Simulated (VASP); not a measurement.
A run of VASP 6.6.1 is set up as follows.

Contents of INCAR:

```
PREC = Accurate
ENCUT = 520
EDIFF = 1E-6
ISMEAR = -1
SIGMA = 0.06122561905347299
LREAL = F
LASPH = T
NELM = 60
ALGO = Normal
ISIF = 2
LWAVE = F
LCHARG = T
GGA = PE
LELF = T
LVHAR = T
NBANDS = 73
```

KPOINTS

```
Automatic mesh
0
Gamma
  8 8 8
```

The input POSCAR:

```
Rh2O5
1.0
    5.0076793529      0.0000000000      0.0000000000
    0.0000000000      5.0076793529      0.0000000000
    0.0000000000      0.0000000000      5.0076793529
Rh O
4 10
Direct
    0.0000000000      0.0000000000      0.0000000000
    0.5000000000      0.5000000000      0.0000000000
    0.5000000000      0.0000000000      0.5000000000
    0.0000000000      0.5000000000      0.5000000000
    0.5000000000      0.0000000000      0.0000000000
    0.0000000000      0.5000000000      0.0000000000
    0.0000000000      0.0000000000      0.5000000000
    0.5000000000      0.5000000000      0.5000000000
    0.7500000000      0.7500000000      0.2500000000
    0.7500000000      0.2500000000      0.7500000000
    0.2500000000      0.7500000000      0.7500000000
    0.7500000000      0.2500000000      0.2500000000
    0.2500000000      0.7500000000      0.2500000000
    0.2500000000      0.2500000000      0.7500000000
```

Potentials or basis: VASP PAW PBE potentials, release 64 (Rh_pv, O).

Run with:

```bash
$ cat potpaw_PBE.64/Rh_pv/POTCAR potpaw_PBE.64/O/POTCAR > POTCAR
$ mpirun -np 1 vasp_std > vasp.out
```

Problem. Estimate the pressure.

Solution. 9.4 GPa.

Problem. Estimate the band gap on the k mesh.

Solution. Zero (bands 60 and 61 overlap by 1.02 eV).

Caveat: the cell stands under pressure.
